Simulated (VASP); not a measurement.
**Ag: relaxation of cell and atoms with LDA**

Crystal: Ag.

```xyz
1
Lattice="2.6600 0.0000 0.0000 0.0000 2.6600 0.0000 0.0000 0.0000 2.6600" Properties=species:S:1:pos:R:3 pbc="T T T"
Ag    0.0000    0.0000    0.0000
```

```json
{"Program": "VASP 6.6.1", "Task": "relaxation of cell and atoms", "Functional": "LDA", "Potentials or basis": "VASP PAW LDA potentials, release 64 (Ag)", "Cutoff": "600 eV", "k mesh": "9 × 9 × 9", "Occupations": "methfessel-paxton, width 0.1 eV", "Spin": "no spin polarisation", "Target pressure": "30 GPa", "Dipole correction": "no", "Further INCAR settings": "ALGO = Normal; EDIFF = 1e-06; IBRION = 2; EDIFFG = -0.02; NSW = 80; ISIF = 3"}
```

| Item | Value |
| --- | --- |
| Relaxed volume | 15.53 Å³/atom |
| Relaxed cell | a = 2.495 Å, b = 2.495 Å, c = 2.495 Å, α = 90.00°, β = 90.00°, γ = 90.00° |
| Space group after relaxing (to 0.05 Å) | Pm-3m (No. 221) |
| Energy change on relaxing (the enthalpy is what falls) | +231.9 meV/atom |
| Ionic steps | 5 |
| Pressure after relaxing | 30.2 GPa |

Step by step:
```tsv
step	energy change (eV)	largest force (eV/Å)	pressure (GPa)	volume (Å³)
1	0.0000	0.0000	-1.63	18.82
2	4.0071	0.0000	285.30	10.41
3	0.1648	0.0000	24.19	15.92
4	0.1988	0.0000	27.22	15.71
5	0.2319	0.0000	30.16	15.53
```

Final structure:
```xyz
1
Lattice="2.4948 0.0000 0.0000 0.0000 2.4948 0.0000 0.0000 0.0000 2.4948" Properties=species:S:1:pos:R:3 pbc="T T T"
Ag    0.0000    0.0000    0.0000
```

Levels at points of the mesh, in eV from the Fermi level:
```tsv
k point	band 3	band 4	band 5	band 6	band 7	band 8	band 9
(0.00, 0.00, 0.00)	-7.16	-2.39	-2.39	-2.39	16.28	16.28	16.28
```

Run time: 12 s on 1 thread of Intel(R) Xeon(R) Platinum 8488C (Sapphire Rapids), on a shared host, peak memory 0.15 GiB.

Caveat: the cell is relaxed towards a set pressure, so the enthalpy falls and the energy may rise; the volume moved by over 15 % at a fixed basis, so the end points are rough.
